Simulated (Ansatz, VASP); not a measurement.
InAgTe2: VASP beside Ansatz

```
In Ag Te
1.0
    -3.23457    3.23457    6.39746
     3.23457   -3.23457    6.39746
     3.23457    3.23457   -6.39746
In Ag Te
2 2 4
Direct
  0.50000 0.50000 0.00000
  0.25000 0.75000 0.50000
  0.00000 0.00000 0.00000
  0.75000 0.25000 0.50000
  0.37500 0.36802 0.49302
  0.63198 0.12500 0.00698
  0.87500 0.88198 0.50698
  0.11802 0.62500 0.99302
```

Alike in both runs: functional PBE; dispersion D3(BJ); k mesh 8 × 8 × 8; occupations gaussian, width 0.1 eV; no spin polarisation.

Ansatz relaxed the structure, and its values are those at the end. VASP's run is a single point on that final structure, the one shown.

|  | VASP | Ansatz |
| --- | --- | --- |
| version | VASP 6.6.1 | Ansatz 0.2.0 |
| potentials or method | VASP PAW PBE potentials, release 64 (In_d, Ag, Te), cutoff 500 eV | scalar-relativistic, plane waves, PAW |
| valence electrons in the cell | 72 | 128 |

|  | VASP | Ansatz | Ansatz less VASP |
| --- | --- | --- | --- |
| gap on the k mesh at the Fermi level (eV) | 0.15 | 0.15 | +0.001 |
| least direct gap on the mesh (eV) | 0.15 | 0.15 | +0.001 |
| pressure (GPa) | 0.0 | 0.0 | +0.03 |
| rms of the force components (eV/Å) | 0.004 | 0.000 | -0.0034 |

VASP's potentials hold 72 valence electrons a cell and Ansatz's 128, so a difference there can come from the potentials and not from the codes.

Neither program's run includes spin-orbit coupling.
